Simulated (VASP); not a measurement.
# Ti12H (a cell with a defect) in VASP: single point with PBEsol

Aim: the single point of Ti12H (a cell with a defect) with PBEsol.

All numbers are computed with VASP 6.6.1; they aren't measurements. Logs are shortened: lines on timing, memory, paths and dates and some standing lists are left out, and cuts for length are marked.

## 1. The cell of the first run

The cell holds a defect, 13 atoms: a = 5.900 Å, b = 8.850 Å, c = 4.685 Å, α = 90.00°, β = 90.00°, γ = 120.00°.

## 2. Single point, PBEsol

Contents of INCAR:

```
SYSTEM = Ti12H
PREC = Accurate
ENCUT = 520
EDIFF = 1E-6
ISMEAR = 0
SIGMA = 0.05
LREAL = .False.
LASPH = .True.
NELM = 60
ALGO = Normal
ISIF = 2
LWAVE = .False.
LCHARG = .False.
GGA = PS
NBANDS = 84
```

Contents of KPOINTS:

```
regular mesh
0
Gamma
  3 2 4
  0 0 0
```

Contents of POSCAR:

```
Ti12H
1.0
    5.9000000000      0.0000000000      0.0000000000
   -4.4250000000      7.6643250000      0.0000000000
    0.0000000000      0.0000000000      4.6846000000
Ti H
12 1
Direct
   -0.0006416597     -0.0014401790     -0.0038216710
    0.1638521550      0.2177337208      0.4940795372
   -0.0074711749      0.3301588855     -0.0031620629
    0.1606566751      0.5574620074      0.5008346497
    0.0032899045      0.6697955789     -0.0000809034
    0.1657258464      0.8881978517      0.5045576997
    0.5015256013     -0.0002790852     -0.0042742176
    0.6637838614      0.2181538492      0.5011507920
    0.5060687369      0.3305754910      0.0008226956
    0.6746079388      0.5578245964      0.5039352346
    0.5035970955      0.6705604212      0.0056760449
    0.6676735803      0.8893417229      0.5037268924
    0.3340243000      0.4434611006      0.2503556334
```

Potentials or basis: VASP PAW PBE potentials, release 64 (Ti_sv, H).

On the command line:

```sh
> cat potpaw_PBE.64/Ti_sv/POTCAR potpaw_PBE.64/H/POTCAR > POTCAR
> mpirun -np 1 vasp_std > vasp.out
```

OUTCAR:

```text
SYSTEM = Ti12H
   PREC = Accurate
   ENCUT = 520
   EDIFF = 1E-6
   ISMEAR = 0
   LREAL = .False.
   LASPH = .True.
   NELM = 60
   ISIF = 2
   GGA = PS

 ion  position               nearest neighbor table
   1  0.999  0.999  0.996-   6 2.86  12 2.86   2 2.87   2 2.89  11 2.91  12 2.92
   2  0.164  0.218  0.494-   1 2.87   1 2.89   9 2.90   3 2.91  12 2.92
   3  0.993  0.330  0.997-   8 2.87   9 2.87   8 2.90   4 2.90   2 2.91   7 2.91
   4  0.161  0.557  0.501-  10 2.87   5 2.87   5 2.88   3 2.90  11 2.91   6 2.91
   5  0.003  0.670  1.000-   6 2.86  10 2.87   4 2.87   4 2.88   6 2.90  10 2.90
   6  0.166  0.888  0.505-   1 2.86   5 2.86   7 2.87   5 2.90  10 2.91   4 2.91
   7  0.502  1.000  0.996-   8 2.86  12 2.86   6 2.87   8 2.90   3 2.91   9 2.91  11 2.92
   8  0.664  0.218  0.501-   7 2.86   3 2.87   9 2.87   9 2.88   3 2.90   7 2.90
   9  0.506  0.331  0.001-   3 2.87   8 2.87   8 2.88   2 2.90  10 2.91   7 2.91
  10  0.675  0.558  0.504-   5 2.87   4 2.87   5 2.90   9 2.91  11 2.91   6 2.91
  11  0.504  0.671  0.006-  12 2.87  12 2.89   4 2.91  10 2.91   1 2.91   7 2.92
  12  0.668  0.889  0.504-   7 2.86   1 2.86  11 2.87  11 2.89   2 2.92   1 2.92
  13  0.334  0.443  0.250-

  LATTYP: Found a simple monoclinic cell.
 ALAT       =     5.9000000000
 B/A-ratio  =     0.7940000000
 C/A-ratio  =     1.3228756849
 COS(beta)  =    -0.1889822323

  Lattice vectors:

 A1 = (   5.9000000000,   0.0000000000,   0.0000000000)
 A2 = (   0.0000000000,   0.0000000000,   4.6846000000)
 A3 = (  -1.4750000000,  -7.6643250000,   0.0000000000)

Analysis of symmetry for initial positions (statically):
=====================================================================
 Subroutine PRICEL returns:
 Original cell was already a primitive cell.

 Routine SETGRP: Setting up the symmetry group for a
 simple monoclinic supercell.

 Subroutine GETGRP returns: Found  1 space group operations
 (whereof  1 operations were pure point group operations)
 out of a pool of  4 trial point group operations.

The static configuration has the point symmetry C_1 .

Analysis of symmetry for dynamics (positions and initial velocities):
=====================================================================
 Subroutine PRICEL returns:
 Original cell was already a primitive cell.

 Routine SETGRP: Setting up the symmetry group for a
 simple monoclinic supercell.

 Subroutine GETGRP returns: Found  1 space group operations
 (whereof  1 operations were pure point group operations)
 out of a pool of  4 trial point group operations.

The dynamic configuration has the point symmetry C_1 .

 Subroutine INISYM returns: Found  1 space group operations
 (whereof  1 operations are pure point group operations),
 and found     1 'primitive' translations

----------------------------------------------------------------------------------------

                                     Primitive cell

  volume of cell :     211.8354

  direct lattice vectors                    reciprocal lattice vectors
     5.900000000  0.000000000  0.000000000     0.169491525  0.097855976  0.000000000
    -4.425000000  7.664325000  0.000000000     0.000000000  0.130474634  0.000000000
     0.000000000  0.000000000  4.684600000     0.000000000  0.000000000  0.213465397

  length of vectors
     5.900000000  8.850000153  4.684600000     0.195711955  0.130474634  0.213465397

  position of ions in fractional coordinates (direct lattice)
     0.999358340  0.998559821  0.996178329
     0.163852155  0.217733721  0.494079537
     0.992528825  0.330158885  0.996837937
     0.160656675  0.557462007  0.500834650
     0.003289905  0.669795579  0.999919097
     0.165725846  0.888197852  0.504557700
     0.501525601  0.999720915  0.995725782
     0.663783861  0.218153849  0.501150792
     0.506068737  0.330575491  0.000822696
     0.674607939  0.557824596  0.503935235
     0.503597095  0.670560421  0.005676045
     0.667673580  0.889341723  0.503726892
     0.334024300  0.443461101  0.250355633

  ion indices of the primitive-cell ions
   primitive index   ion index
                 1           1
                 2           2
                 3           3
                 4           4
                 5           5
                 6           6
                 7           7
                 8           8
                 9           9
                10          10
                11          11
                12          12
                13          13

----------------------------------------------------------------------------------------

 KPOINTS: regular mesh

Automatic generation of k-mesh.
 Grid dimensions read from file:
 generate k-points for:    3    2    4

 Generating k-lattice:

  Cartesian coordinates                     Fractional coordinates (reciprocal lattice)
     0.056497175  0.032618659  0.000000000     0.333333333  0.000000000  0.000000000
     0.000000000  0.065237317  0.000000000     0.000000000  0.500000000  0.000000000
     0.000000000  0.000000000  0.053366349     0.000000000  0.000000000  0.250000000

  Length of vectors
     0.065237318  0.065237317  0.053366349

  Shift w.r.t. Gamma in fractional coordinates (k-lattice)
     0.000000000  0.000000000  0.000000000

 -----------------------------------------------------------------------------
|                                                                             |
|           W    W    AA    RRRRR   N    N  II  N    N   GGGG   !!!           |
|           W    W   A  A   R    R  NN   N  II  NN   N  G    G  !!!           |
|           W    W  A    A  R    R  N N  N  II  N N  N  G       !!!           |
|           W WW W  AAAAAA  RRRRR   N  N N  II  N  N N  G  GGG   !            |
|           WW  WW  A    A  R   R   N   NN  II  N   NN  G    G                |
|           W    W  A    A  R    R  N    N  II  N    N   GGGG   !!!           |
|                                                                             |
|     Your reciprocal lattice and k-lattice belong to different lattice       |
|     classes:                                                                |
|                                                                             |
|        The reciprocal lattice is simple monoclinic,                         |
|        whereas your k-lattice is hexagonal.                                 |
|                                                                             |
|     Results are often still useful ...                                      |
|                                                                             |
 -----------------------------------------------------------------------------

 Subroutine IBZKPT returns following result:
 ===========================================

 Found     14 irreducible k-points:

 Following reciprocal coordinates:
            Coordinates               Weight
  0.000000  0.000000  0.000000      1.000000
  0.333333 -0.000000  0.000000      2.000000
  0.000000  0.500000  0.000000      1.000000
  0.333333  0.500000  0.000000      2.000000
  0.000000  0.000000  0.250000      2.000000
  0.333333 -0.000000  0.250000      2.000000
 -0.333333  0.000000  0.250000      2.000000
  0.000000  0.500000  0.250000      2.000000
  0.333333  0.500000  0.250000      2.000000
 -0.333333  0.500000  0.250000      2.000000
  0.000000  0.000000  0.500000      1.000000
  0.333333 -0.000000  0.500000      2.000000
  0.000000  0.500000  0.500000      1.000000
  0.333333  0.500000  0.500000      2.000000
   k-points           NKPTS =     14   k-points in BZ     NKDIM =     14   number of bands    NBANDS=     84
   number of dos      NEDOS =    301   number of ions     NIONS =     13
   total plane-waves  NPLWV = 120960
   dimension x,y,z NGX =    48 NGY =   70 NGZ =   36
   dimension x,y,z NGXF=    96 NGYF=  140 NGZF=   72
   ions per type =              12   1
   NGX,Y,Z   is equivalent  to a cutoff of  13.53, 13.15, 12.78 a.u.
   NGXF,Y,Z  is equivalent  to a cutoff of  27.05, 26.30, 25.55 a.u.
 SYSTEM =  Ti12H
   PREC   = accura    normal or accurate (medium, high low for compatibility)
   ISTART =      0    job   : 0-new  1-cont  2-samecut
   ICHARG =      2    charge: 1-file 2-atom 10-const
   ISPIN  =      1    spin polarized calculation?
   LNONCOLLINEAR =      F non collinear calculations
   LSORBIT =      F    spin-orbit coupling
   LASPH  =      T    aspherical Exc in radial PAW
   ENCUT  =  520.0 eV  38.22 Ry    6.18 a.u.  10.97 16.46  8.71*2*pi/ulx,y,z
   NELM   =     60;   NELMIN=  2; NELMDL= -5     # of ELM steps
   EDIFF  = 0.1E-05   stopping-criterion for ELM
   LREAL  =      F    real-space projection
   EDIFFG = 0.1E-04   stopping-criterion for IOM
   NSW    =      0    number of steps for IOM
   IBRION =     -1    ionic relax: 0-MD 1-quasi-New 2-CG
   NFREE  =      0    steps in history (QN), initial steepest desc. (CG)
   ISIF   =      2    stress and relaxation
   ISYM   =      2    0-nonsym 1-usesym 2-fastsym
   POTIM  = 0.5000    time-step for ionic-motion
   TEBEG  =    0.0;   TEEND  =   0.0 temperature during run
   PSTRESS=    0.0 pullay stress
   NELECT =     145.0000    total number of electrons
   NUPDOWN=      -1.0000    fix difference up-down
   EMIN   =  10.00;   EMAX   =-10.00  energy-range for DOS
   EFERMI =   0.00;   METHOD = LEGACY
   ISMEAR =     0;   SIGMA  =   0.05  broadening in eV -4-tet -1-fermi 0-gaus
   EFERMI_NEDOS =   21; number of points for ismear=-14 and -15
   IALGO  =     38    algorithm
   IMIX   =      4    mixing-type and parameters
     AMIX     =   0.40;   BMIX     =  1.00
     AMIX_MAG =   1.60;   BMIX_MAG =  1.00
  volume/ion in A,a.u.               =      16.30       109.96
  Fermi-wavevector in a.u.,A,eV,Ry     =   1.442773  2.726446 28.321806  2.081594
  Thomas-Fermi vector in A             =   2.561256
   LORBIT       =      0    0 simple, 1 ext, 2 COOP (PROOUT), +10 PAW based schemes
   GGA     = PS    functional components
   LHFCALC =     F    Hartree Fock is set to
   AEXX    =    0.0000 exact exchange contribution
   IVDW    =     0    specifies the selected vdW correction
   LEPSILON=     F    determine dielectric tensor
   LRPA    =     F    only Hartree local field effects (RPA)
 non-spin polarized calculation
 Gauss-broadening in eV      SIGMA  =   0.05
  energy-cutoff  :      520.00
  volume of cell :      211.84
 maximum number of plane-waves:      5706
 NGX is ok and might be reduce to    48
   NGX = 21   NGY = 33   NGZ = 17

 number of electron     144.9999996 magnetization

 Free energy of the ion-electron system (eV)
  ---------------------------------------------------
  ext. energy  EPLUGINS =         0.00000000
  ---------------------------------------------------
  free energy    TOTEN  =      -103.68491418 eV

  energy without entropy =     -103.66179007  energy(sigma->0) =     -103.67335213

 E-fermi :   8.1612     XC(G=0): -11.6138

 val. band max:        8.1403592904   @ k =   0.0000   0.5000   0.0000
 cond. band min:       8.1739716853   @ k =   0.3333   0.5000   0.5000
 fundamental gap:      0.0336123949
 Fermi energy:         8.1612062242

 k-point     1 :       0.0000    0.0000    0.0000
  band No.  band energies     occupation
      1     -48.5253      2.00000
      2     -48.4606      2.00000
      3     -48.4335      2.00000
      4     -48.4288      2.00000
      5     -48.4191      2.00000
      6     -48.4134      2.00000
[... 1207 lines left out ...]
     83       8.6228      0.00000
     84       8.6273      0.00000

------------------------ aborting loop because EDIFF is reached ----------------------------------------

  FORCE on cell =-STRESS in cart. coord.  units (eV):
  Direction    XX          YY          ZZ          XY          YZ          ZX
  --------------------------------------------------------------------------------------
  -------------------------------------------------------------------------------------
  Total       -6.9151253     -7.0600748     -6.7398517     -0.2747779      0.2669407      0.0361921
  in kB      -52.3012659    -53.3975644    -50.9756160     -2.0782313      2.0189566      0.2737321
  external PRESSURE =     -52.2248154 kB  Pullay stress =       0.0000000 kB

 VOLUME and BASIS-vectors are now :
 -----------------------------------------------------------------------------
  energy-cutoff  :      520.00
  volume of cell :      211.84
      direct lattice vectors                 reciprocal lattice vectors
     5.900000000  0.000000000  0.000000000     0.169491525  0.097855976  0.000000000
    -4.425000000  7.664325000  0.000000000     0.000000000  0.130474634  0.000000000
     0.000000000  0.000000000  4.684600000     0.000000000  0.000000000  0.213465397

 POSITION                                       TOTAL-FORCE (eV/Angst)
 -----------------------------------------------------------------------------------
      1.47759      7.65329      4.66670         0.004734      0.004090     -0.015292
      0.00326      1.66878      2.31456        -0.003665     -0.004753      0.000311
      4.39497      2.53045      4.66979        -0.009382     -0.002980     -0.011801
     -1.51889      4.27257      2.34621        -0.004686      0.001248     -0.000883
     -2.94444      5.13353      4.68422        -0.003514      0.008093     -0.004908
     -2.95249      6.80744      2.36365        -0.001296      0.005286      0.007341
     -1.46476      7.66219      4.66458        -0.003295     -0.002409     -0.005334
      2.95099      1.67200      2.34769         0.003351     -0.008053      0.002297
      1.52301      2.53364      0.00385         0.018866     -0.004597     -0.016821
      1.51181      4.27535      2.36074         0.010235      0.005447      0.017072
      0.00399      5.13939      0.02659         0.001437     -0.012768      0.014952
      0.00394      6.81620      2.35976        -0.000865     -0.000706      0.014916
      0.00843      3.39883      1.17282        -0.011921      0.012104     -0.001848
 -----------------------------------------------------------------------------------
    total drift:                               -0.000377      0.000139      0.000154

  FREE ENERGIE OF THE ION-ELECTRON SYSTEM (eV)
  ---------------------------------------------------
  free  energy   TOTEN  =      -103.6849141767 eV

  energy  without entropy=     -103.6617900747  energy(sigma->0) =     -103.67335213
```

Run time: 8.9 min. Hardware: 1 thread of Oxide Virtual Turin-like, shared host; peak memory 0.39 GiB.

Results:

- Free energy: -103.6849 eV
- Pressure: -5.2 GPa
- Largest force: 0.026 eV/Å
- Band gap on the k mesh: zero (an odd number of electrons rules out a gap without spin polarisation)

Forces on the atoms (eV/Å):
```
Ti   0.005  0.004 -0.015
Ti  -0.004 -0.005  0.000
Ti  -0.009 -0.003 -0.012
Ti  -0.005  0.001 -0.001
Ti  -0.004  0.008 -0.005
Ti  -0.001  0.005  0.007
Ti  -0.003 -0.002 -0.005
Ti   0.003 -0.008  0.002
Ti   0.019 -0.005 -0.017
Ti   0.010  0.005  0.017
Ti   0.001 -0.013  0.015
Ti  -0.001 -0.001  0.015
H   -0.012  0.012 -0.002
```

Levels at points of the mesh, in eV from the Fermi level:
| k point | band 68 | band 69 | band 70 | band 71 | band 72 | band 73 | band 74 | band 75 | band 76 | band 77 |
| --- | --- | --- | --- | --- | --- | --- | --- | --- | --- | --- |
| (0.00, 0.00, 0.00) | -0.80 | -0.68 | -0.62 | 0.06 | 0.27 | 0.37 | 0.47 | 0.47 | 0.54 | 0.56 |
| (0.00, 0.50, 0.00) | -0.69 | -0.43 | -0.34 | -0.17 | -0.02 | 0.08 | 0.27 | 0.32 | 0.43 | 0.49 |
| (0.00, 0.00, 0.50) | -0.64 | -0.63 | -0.62 | -0.34 | -0.05 | 0.02 | 0.06 | 0.08 | 0.11 | 0.35 |
| (0.00, 0.50, 0.50) | -0.64 | -0.47 | -0.43 | -0.34 | -0.32 | -0.14 | -0.02 | 0.07 | 0.11 | 0.35 |

Caveat: the k points lie up to 0.41 Å⁻¹ apart, too coarse for converged energies and pressures of a metal; the PAW data sets were made with another functional, which shifts forces and pressure a little.

The gap in the log of VASP goes by the Fermi energy; the results here count the filled bands.